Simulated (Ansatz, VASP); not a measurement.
C in VASP and in Ansatz

```
CELL_PARAMETERS angstrom
1.22792 0.70894 3.52120
-1.22792 0.70894 3.52120
0.00000 -1.41788 3.52120
ATOMIC_POSITIONS crystal
C 0.16665 0.16665 0.16665
C 0.83335 0.83335 0.83335
```

Alike in both runs: functional r2SCAN; k mesh 18 × 18 × 18; occupations gaussian, width 0.02 eV; no spin polarisation.

Ansatz relaxed the structure, and its values are those at the end. VASP's run is a single point on that final structure, the one shown.

|  | VASP | Ansatz |
| --- | --- | --- |
| version | VASP 6.6.1 | Ansatz 0.2.0 |
| potentials or method | VASP PAW PBE potentials, release 64 (C), cutoff 520 eV | scalar-relativistic, plane waves, PAW |
| valence electrons in the cell | 8 | 8 |

```csv
,VASP,Ansatz,Ansatz less VASP
gap on the k mesh at the Fermi level (eV),0.52,0.52,+0.001
least direct gap on the mesh (eV),0.52,0.52,+0.001
pressure (GPa),0.7,0.0,-0.66
```

VASP's potentials were made for PBE, not for r2SCAN. The functional is the same, so the differences come from potentials, cutoffs and numerics.
